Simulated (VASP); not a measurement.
# Zn3S5 (P-3m1) in VASP: notebook

Runs on Zn3S5. Level: PBE. Tasks: single point, relaxation of cell and atoms.

Program: VASP 6.6.1. These are calculated values, not measurements. Logs are shortened: lines on timing, memory, paths and dates and some standing lists are left out, and cuts for length are marked.

**1. The cell of the first run**

The structure is trigonal, space group P-3m1 (No. 164). Conventional cell: a = 3.807 Å, b = 3.807 Å, c = 11.963 Å, α = 90.00°, β = 90.00°, γ = 120.00°. Within 3.3 Å of Zn (site symmetry 3m) lie 6 S at 2.48 to 2.66 Å. Zn (site symmetry -3m) has 6 S at 2.52 Å within 3.3 Å. S (site symmetry -3m) has 6 Zn at 2.66 Å and 6 S at 3.44 Å within 3.5 Å. Within 2.8 Å of S (site symmetry 3m) lie 1 S at 2.11 Å and 3 Zn at 2.48 Å. Within 2.8 Å of S (site symmetry 3m) lie 1 S at 2.11 Å and 3 Zn at 2.52 Å.

**2. Single point, PBE**

The input, INCAR:

```
SYSTEM = Zn3S5
PREC = Accurate ; ENCUT = 520
EDIFF = 1E-6 ; ISMEAR = 0
SIGMA = 0.2 ; LREAL = .False.
LASPH = .True. ; NELM = 60
ALGO = Normal ; ISIF = 2
LWAVE = .False. ; LCHARG = .False.
GGA = PE ; NBANDS = 43
```

The input, KPOINTS:

```
regular mesh
0
Gamma
  5 5 2
  0 0 0
```

The input, POSCAR:

```
Zn3S5
1.0
    3.8067792805      0.0000000000      0.0000000000
   -1.9033896403      3.2967675635      0.0000000000
    0.0000000000      0.0000000000     11.9630579643
Zn S
3 5
Direct
    0.6666666667      0.3333333333      0.8753673028
    0.3333333333      0.6666666667      0.1246326972
    0.0000000000      0.0000000000      0.5000000000
    0.0000000000      0.0000000000      0.0000000000
    0.6666666667      0.3333333333      0.2211705935
    0.6666666667      0.3333333333      0.3973744714
    0.3333333333      0.6666666667      0.7788294065
    0.3333333333      0.6666666667      0.6026255286
```

Potentials or basis: VASP PAW PBE potentials, release 64 (Zn, S).

Launch:

```sh
cat potpaw_PBE.64/Zn/POTCAR potpaw_PBE.64/S/POTCAR > POTCAR
mpirun -np 1 vasp_std > vasp.out
```

OUTCAR:

```text
SYSTEM = Zn3S5
   PREC = Accurate
   ENCUT = 520
   EDIFF = 1E-6
   ISMEAR = 0
   LREAL = .False.
   LASPH = .True.
   NELM = 60
   ISIF = 2
   GGA = PE

 ion  position               nearest neighbor table
   1  0.667  0.333  0.875-   7 2.48   7 2.48   7 2.48   4 2.66   4 2.66   4 2.66
   2  0.333  0.667  0.125-   5 2.48   5 2.48   5 2.48   4 2.66   4 2.66   4 2.66
   3  0.000  0.000  0.500-   6 2.52   8 2.52   6 2.52   8 2.52   6 2.52   8 2.52
   4  0.000  0.000  0.000-   1 2.66   2 2.66   1 2.66   2 2.66   1 2.66   2 2.66
   5  0.667  0.333  0.221-   6 2.11   2 2.48   2 2.48   2 2.48
   6  0.667  0.333  0.397-   5 2.11   3 2.52   3 2.52   3 2.52
   7  0.333  0.667  0.779-   8 2.11   1 2.48   1 2.48   1 2.48
   8  0.333  0.667  0.603-   7 2.11   3 2.52   3 2.52   3 2.52

  LATTYP: Found a hexagonal cell.
 ALAT       =     3.8067792805
 C/A-ratio  =     3.1425667429

  Lattice vectors:

 A1 = (   3.8067792805,   0.0000000000,   0.0000000000)
 A2 = (  -1.9033896403,   3.2967675635,   0.0000000000)
 A3 = (   0.0000000000,   0.0000000000,  11.9630579643)

Analysis of symmetry for initial positions (statically):
=====================================================================
 Subroutine PRICEL returns:
 Original cell was already a primitive cell.

 Routine SETGRP: Setting up the symmetry group for a
 hexagonal supercell.

 Subroutine GETGRP returns: Found 12 space group operations
 (whereof 12 operations were pure point group operations)
 out of a pool of 24 trial point group operations.

The static configuration has the point symmetry D_3d.

Analysis of symmetry for dynamics (positions and initial velocities):
=====================================================================
 Subroutine PRICEL returns:
 Original cell was already a primitive cell.

 Routine SETGRP: Setting up the symmetry group for a
 hexagonal supercell.

 Subroutine GETGRP returns: Found 12 space group operations
 (whereof 12 operations were pure point group operations)
 out of a pool of 24 trial point group operations.

The dynamic configuration has the point symmetry D_3d.

 Subroutine INISYM returns: Found 12 space group operations
 (whereof 12 operations are pure point group operations),
 and found     1 'primitive' translations

----------------------------------------------------------------------------------------

                                     Primitive cell

  volume of cell :     150.1372

  direct lattice vectors                    reciprocal lattice vectors
     3.806779280  0.000000000  0.000000000     0.262689252  0.151663710  0.000000000
    -1.903389640  3.296767563  0.000000000     0.000000000  0.303327420  0.000000000
     0.000000000  0.000000000 11.963057964     0.000000000  0.000000000  0.083590667

  length of vectors
     3.806779280  3.806779281 11.963057964     0.303327420  0.303327420  0.083590667

  position of ions in fractional coordinates (direct lattice)
     0.666666667  0.333333333  0.875367303
     0.333333333  0.666666667  0.124632697
     0.000000000  0.000000000  0.500000000
     0.000000000  0.000000000  0.000000000
     0.666666667  0.333333333  0.221170593
     0.666666667  0.333333333  0.397374471
     0.333333333  0.666666667  0.778829407
     0.333333333  0.666666667  0.602625529

  ion indices of the primitive-cell ions
   primitive index   ion index
                 1           1
                 2           2
                 3           3
                 4           4
                 5           5
                 6           6
                 7           7
                 8           8

----------------------------------------------------------------------------------------

 KPOINTS: regular mesh

Automatic generation of k-mesh.
 Grid dimensions read from file:
 generate k-points for:    5    5    2

 Generating k-lattice:

  Cartesian coordinates                     Fractional coordinates (reciprocal lattice)
     0.052537850  0.030332742  0.000000000     0.200000000 -0.000000000  0.000000000
[... 59 lines left out ...]
      6      -3.3207      2.00000
[... 35 lines left out ...]
     42      10.4302      0.00000
     43      10.5970      0.00000

 k-point     5 :       0.4000    0.2000    0.0000
  band No.  band energies     occupation
      1     -10.9161      2.00000
      2     -10.8689      2.00000
      3      -8.1877      2.00000
      4      -7.6674      2.00000
      5      -7.5256      2.00000
      6      -3.2337      2.00000
[... 35 lines left out ...]
     42      10.9304      0.00000
     43      10.9775      0.00000

 k-point     6 :       0.0000    0.0000    0.5000
  band No.  band energies     occupation
      1     -11.5901      2.00000
      2     -11.2888      2.00000
      3      -9.1570      2.00000
      4      -8.7740      2.00000
      5      -7.2836      2.00000
      6      -3.8412      2.00000
[... 35 lines left out ...]
     42       9.1686      0.00000
     43       9.5796      0.00000

 k-point     7 :       0.2000    0.0000    0.5000
  band No.  band energies     occupation
      1     -11.4022      2.00000
      2     -11.1454      2.00000
      3      -8.9144      2.00000
      4      -8.4994      2.00000
      5      -7.3065      2.00000
      6      -3.6013      2.00000
[... 35 lines left out ...]
     42       9.9117      0.00000
     43      10.2926      0.00000

 k-point     8 :       0.4000    0.0000    0.5000
  band No.  band energies     occupation
      1     -11.0443      2.00000
      2     -10.9233      2.00000
      3      -8.3906      2.00000
      4      -7.9056      2.00000
      5      -7.4623      2.00000
      6      -3.3764      2.00000
[... 35 lines left out ...]
     42      10.1850      0.00000
     43      11.1533      0.00000

 k-point     9 :       0.2000    0.2000    0.5000
  band No.  band energies     occupation
      1     -11.1262      2.00000
      2     -10.9602      2.00000
      3      -8.5177      2.00000
      4      -8.0601      2.00000
      5      -7.3795      2.00000
      6      -3.2801      2.00000
[... 35 lines left out ...]
     42      10.2102      0.00000
     43      10.2456      0.00000

 k-point    10 :       0.4000    0.2000    0.5000
  band No.  band energies     occupation
      1     -10.9152      2.00000
      2     -10.8699      2.00000
      3      -8.1902      2.00000
      4      -7.6448      2.00000
      5      -7.5464      2.00000
      6      -3.2518      2.00000
[... 35 lines left out ...]
     42      10.7566      0.00000
     43      11.3358      0.00000

------------------------ aborting loop because EDIFF is reached ----------------------------------------

  FORCE on cell =-STRESS in cart. coord.  units (eV):
  Direction    XX          YY          ZZ          XY          YZ          ZX
  --------------------------------------------------------------------------------------
  -------------------------------------------------------------------------------------
  Total        0.0855175      0.0855175     -0.2636506     -0.0000000      0.0000000      0.0000000
  in kB        0.9125930      0.9125930     -2.8135273     -0.0000000      0.0000000      0.0000000
  external PRESSURE =      -0.3294471 kB  Pullay stress =       0.0000000 kB

 VOLUME and BASIS-vectors are now :
 -----------------------------------------------------------------------------
  energy-cutoff  :      520.00
  volume of cell :      150.14
      direct lattice vectors                 reciprocal lattice vectors
     3.806779280  0.000000000  0.000000000     0.262689252  0.151663710  0.000000000
    -1.903389640  3.296767563  0.000000000     0.000000000  0.303327420  0.000000000
     0.000000000  0.000000000 11.963057964     0.000000000  0.000000000  0.083590667

 POSITION                                       TOTAL-FORCE (eV/Angst)
 -----------------------------------------------------------------------------------
      1.90339      1.09892     10.47207        -0.000000      0.000000      0.017001
     -0.00000      2.19785      1.49099        -0.000000     -0.000000     -0.017001
      0.00000      0.00000      5.98153         0.000000      0.000000      0.000000
      0.00000      0.00000      0.00000         0.000000      0.000000      0.000000
      1.90339      1.09892      2.64588         0.000000     -0.000000      0.105014
      1.90339      1.09892      4.75381         0.000000      0.000000     -0.104188
     -0.00000      2.19785      9.31718         0.000000      0.000000     -0.105014
     -0.00000      2.19785      7.20924         0.000000      0.000000      0.104188
 -----------------------------------------------------------------------------------
    total drift:                                0.000000     -0.000000     -0.000000

  FREE ENERGIE OF THE ION-ELECTRON SYSTEM (eV)
  ---------------------------------------------------
  free  energy   TOTEN  =       -26.5313737859 eV

  energy  without entropy=      -26.5210867644  energy(sigma->0) =      -26.52623028
```

Run time: 82 s. Hardware: 1 thread of Intel Xeon Platinum 8488C (Sapphire Rapids), shared host; peak memory 0.26 GiB.

What came out:

```yaml
Free_energy: -26.5314 eV
Pressure: 0.0 GPa
Largest_force: 0.105 eV/Å
```

Forces on the atoms (eV/Å):
```
Zn   0.000  0.000  0.017
Zn   0.000  0.000 -0.017
Zn   0.000  0.000  0.000
S    0.000  0.000  0.000
S    0.000  0.000  0.105
S    0.000  0.000 -0.104
S    0.000  0.000 -0.105
S    0.000  0.000  0.104
```

Levels at points of the mesh, in eV from the Fermi level:
```csv
k point,band 29,band 30,band 31,band 32,band 33,band 34,band 35,band 36,band 37,band 38
"(0.00, 0.00, 0.00)",-1.21,-0.65,-0.65,-0.59,-0.59,-0.15,2.01,2.03,2.80,3.25
"(0.00, 0.00, 0.50)",-1.20,-0.70,-0.70,-0.55,-0.55,0.88,1.06,2.21,2.71,3.18
```

Caveat: the k points lie up to 0.38 Å⁻¹ apart.

**3. Relaxation of cell and atoms, PBE**

This run uses another cell than the first one, of 19.26 Å³/atom.

The input, INCAR:

```
SYSTEM = Zn3S5
ALGO     = Normal         ! electronic algorithm
EDIFF    = 1E-6           ! SCF threshold, eV
EDIFFG   = -0.08          ! ionic threshold
ENCUT    = 600            ! plane-wave cutoff, eV
GGA      = PE             ! functional
IBRION   = 2              ! ionic algorithm
ISIF     = 3              ! what is computed and relaxed
ISMEAR   = 0              ! smearing method
LASPH    = .True.         ! aspherical terms in the spheres
LCHARG   = .False.        ! write CHGCAR
LREAL    = .False.        ! projectors in reciprocal space
LWAVE    = .False.        ! write WAVECAR
NELM     = 60             ! most SCF steps
NSW      = 36             ! ionic steps
PREC     = Accurate       ! precision mode
SIGMA    = 0.2            ! smearing width, eV
```

The input, KPOINTS:

```
k-points
0
Gamma
  5 5 2
  0 0 0
```

The input, POSCAR:

```
Zn3S5
1.0
    3.9000000000      0.0000000000      0.0000000000
   -1.9500000000      3.3774990700      0.0000000000
    0.0000000000      0.0000000000     11.7000000000
Zn S
3 5
Direct
    0.6666666700      0.3333333300      0.8930000000
    0.3333333300      0.6666666700      0.1070000000
    0.0000000000      0.0000000000      0.5000000000
    0.0000000000      0.0000000000      0.0000000000
    0.6666666700      0.3333333300      0.2140000000
    0.6666666700      0.3333333300      0.3930000000
    0.3333333300      0.6666666700      0.7860000000
    0.3333333300      0.6666666700      0.6070000000
```

Potentials or basis: VASP PAW PBE potentials, release 64 (Zn, S).

Launch:

```sh
cat potpaw_PBE.64/Zn/POTCAR potpaw_PBE.64/S/POTCAR > POTCAR
mpirun -np 1 vasp_std > vasp.out
```

Run time: 6.2 min. Hardware: 1 thread of Intel Xeon Platinum 8488C (Sapphire Rapids), shared host; peak memory 0.34 GiB.

The run converged. Its results:

* Free energy: -26.5325 eV
* Relaxed volume: 18.78 Å³/atom
* Relaxed cell: a = 3.807 Å, b = 3.807 Å, c = 11.970 Å, α = 90.00°, β = 90.00°, γ = 120.00°
* Space group after relaxing (to 0.1 Å): P-3m1 (No. 164)
* Energy gained by relaxing: 39.2 meV/atom
* Ionic steps: 8
* Pressure after relaxing: -0.1 GPa
* Largest force after relaxing: 0.069 eV/Å

Forces in eV/Å, atoms in the order of the input:
```
Zn   0.000  0.000  0.026
Zn   0.000  0.000 -0.026
Zn   0.000  0.000  0.000
S    0.000  0.000  0.000
S    0.000  0.000  0.069
S    0.000  0.000  0.036
S    0.000  0.000 -0.069
S    0.000  0.000 -0.036
```

Stress tensor (GPa, compression positive):
```
 0.02  0.00  0.00
 0.00  0.02  0.00
 0.00  0.00 -0.20
```

Step by step:
```csv
step,energy change (eV),largest force (eV/Å),pressure (GPa),volume (Å³)
1,0.0000,1.0684,-1.19,154.12
2,-0.1470,0.8138,-0.25,150.93
3,-0.2133,0.6736,1.08,147.43
4,-0.2904,0.2567,0.62,148.89
5,-0.2940,0.4288,0.49,149.28
6,-0.3054,0.1770,-0.75,151.33
7,-0.3059,0.1435,-0.47,150.95
8,-0.3135,0.0688,-0.05,150.27
```

Final structure:
```yaml
crystal:
  lattice:
    - [3.80738, 0.00000, 0.00000]
    - [-1.90369, 3.29729, 0.00000]
    - [0.00000, 0.00000, 11.96982]
  atoms:
    - { symbol: Zn, position: [0.66667, 0.33333, 0.87548] }
    - { symbol: Zn, position: [0.33333, 0.66667, 0.12452] }
    - { symbol: Zn, position: [0.00000, 0.00000, 0.50000] }
    - { symbol: S, position: [0.00000, 0.00000, 0.00000] }
    - { symbol: S, position: [0.66667, 0.33333, 0.22079] }
    - { symbol: S, position: [0.66667, 0.33333, 0.39643] }
    - { symbol: S, position: [0.33333, 0.66667, 0.77921] }
    - { symbol: S, position: [0.33333, 0.66667, 0.60357] }
```

Levels at points of the mesh, in eV from the Fermi level:
```csv
k point,band 30,band 31,band 32,band 33,band 34,band 35,band 36,band 37
"(0.00, 0.00, 0.00)",-0.64,-0.64,-0.58,-0.58,-0.15,2.02,2.04,2.80
"(0.00, 0.00, 0.50)",-0.69,-0.69,-0.54,-0.54,0.90,1.05,2.21,2.71
```

Caveat: the k points lie up to 0.38 Å⁻¹ apart in the final cell; the relaxation stopped at a loose force limit of 0.08 eV/Å, so its end isn't a converged minimum.

**4. Relaxation of cell and atoms, PBE**

The input, INCAR:

```
SYSTEM = Zn3S5
ALGO = Fast ; EDIFF = 1E-6
EDIFFG = -0.01 ; ENCUT = 600
GGA = PE ; IBRION = 2
ISIF = 3 ; ISMEAR = 0
LASPH = .TRUE. ; LCHARG = .FALSE.
LREAL = .FALSE. ; LWAVE = .FALSE.
NELM = 100 ; NSW = 100
PREC = Accurate ; SIGMA = 0.1
```

The input, KPOINTS:

```
k-points
0
G
  12 12 4
  0 0 0
```

The input, POSCAR:

```
Zn3S5
1.0
    3.8067792805      0.0000000000      0.0000000000
   -1.9033896403      3.2967675635      0.0000000000
    0.0000000000      0.0000000000     11.9630579643
Zn S
3 5
Direct
    0.6666666667      0.3333333333      0.8753673028
    0.3333333333      0.6666666667      0.1246326972
    0.0000000000      0.0000000000      0.5000000000
    0.0000000000      0.0000000000      0.0000000000
    0.6666666667      0.3333333333      0.2211705935
    0.6666666667      0.3333333333      0.3973744714
    0.3333333333      0.6666666667      0.7788294065
    0.3333333333      0.6666666667      0.6026255286
```

Launch:

```sh
cat potpaw_PBE.64/Zn/POTCAR potpaw_PBE.64/S/POTCAR > POTCAR
mpirun -np 1 vasp_std > vasp.out
```

It took 17 min on 1 thread of Oxide Virtual Turin-like, shared host; peak memory 0.52 GiB.

Results (log left out):

| Property | Result |
| --- | --- |
| Free energy | -26.5585 eV |
| Relaxed volume | 18.73 Å³/atom |
| Relaxed cell | a = 3.804 Å, b = 3.804 Å, c = 11.958 Å, α = 90.00°, β = 90.00°, γ = 120.00° |
| Space group after relaxing (to 0.1 Å) | P-3m1 (No. 164) |
| Energy gained by relaxing | 0.2 meV/atom |
| Ionic steps | 6 |
| Pressure after relaxing | 0.1 GPa |
| Largest force after relaxing | 0.007 eV/Å |

Forces in eV/Å, atoms in the order of the input:
```
Zn   0.000  0.000 -0.002
Zn   0.000  0.000  0.002
Zn   0.000  0.000  0.000
S    0.000  0.000  0.000
S    0.000  0.000  0.002
S    0.000  0.000  0.007
S    0.000  0.000 -0.002
S    0.000  0.000 -0.007
```

Step by step:
```csv
step,energy change (eV),largest force (eV/Å),pressure (GPa),volume (Å³)
1,0.0000,0.1231,-0.13,150.14
2,-0.0007,0.0763,0.11,149.80
3,-0.0012,0.0148,0.01,149.93
4,-0.0012,0.0178,-0.02,149.94
5,-0.0012,0.0109,-0.02,149.90
6,-0.0013,0.0071,0.05,149.84
```

Final structure:
```cif
data_structure
_symmetry_space_group_name_H-M 'P 1'
_symmetry_Int_Tables_number 1
_cell_length_a 3.8038
_cell_length_b 3.8038
_cell_length_c 11.9580
_cell_angle_alpha 90.000
_cell_angle_beta 90.000
_cell_angle_gamma 120.000
_cell_volume 149.84
loop_
_atom_site_label
_atom_site_type_symbol
_atom_site_fract_x
_atom_site_fract_y
_atom_site_fract_z
_atom_site_occupancy
Zn1 Zn 0.66667 0.33333 0.87536 1
Zn2 Zn 0.33333 0.66667 0.12464 1
Zn3 Zn 0.00000 0.00000 0.50000 1
S1 S 0.00000 0.00000 0.00000 1
S2 S 0.66667 0.33333 0.22164 1
S3 S 0.66667 0.33333 0.39704 1
S4 S 0.33333 0.66667 0.77836 1
S5 S 0.33333 0.66667 0.60296 1
```

Levels at points of the mesh, in eV from the Fermi level:
```tsv
k point	band 29	band 30	band 31	band 32	band 33	band 34	band 35	band 36	band 37	band 38
(0.00, 0.00, 0.00)	-1.18	-0.59	-0.59	-0.52	-0.52	-0.08	2.07	2.09	2.88	3.29
(0.50, 0.00, 0.00)	-3.00	-2.77	-1.69	-0.84	-0.62	0.45	1.89	1.90	2.55	3.46
(0.00, 0.00, 0.50)	-1.17	-0.64	-0.64	-0.48	-0.48	0.94	1.14	2.25	2.77	3.26
(0.50, 0.00, 0.50)	-3.49	-1.95	-1.82	-1.55	-0.12	0.99	1.25	2.27	2.45	3.36
```

**5. Summary**

| task | cell | k mesh | cutoff (eV) | smearing | pressure (GPa) | relaxed volume (Å³/atom) | largest force (eV/Å) |
| --- | --- | --- | --- | --- | --- | --- | --- |
| single point | a = 3.807, b = 3.807, c = 11.963 Å, angles 90.0, 90.0, 120.0°, 8 atoms, atomic positions A | 5 × 5 × 2 | 520 | gaussian 0.2 eV | 0.0 | - | 0.11 |
| relaxation of cell and atoms | relaxed from a = 3.900, b = 3.900, c = 11.700 Å, angles 90.0, 90.0, 120.0°, 8 atoms, atomic positions B | 5 × 5 × 2 | 600 | gaussian 0.2 eV | -0.1 | 18.78 | 0.07 |
| relaxation of cell and atoms | relaxed from a = 3.807, b = 3.807, c = 11.963 Å, angles 90.0, 90.0, 120.0°, 8 atoms, atomic positions A | 12 × 12 × 4 | 600 | gaussian 0.1 eV | 0.1 | 18.73 | 0.01 |

Alike in all rows: level PBE; potentials or basis VASP PAW PBE potentials, release 64 (Zn, S); no spin polarisation.

Caveats: some runs use coarse meshes; the relaxation stopped at a loose force limit of 0.08 eV/Å, so its end isn't a converged minimum (at least some runs).

Total energies depend on the potentials used, so only differences within one code and one set of settings carry meaning.
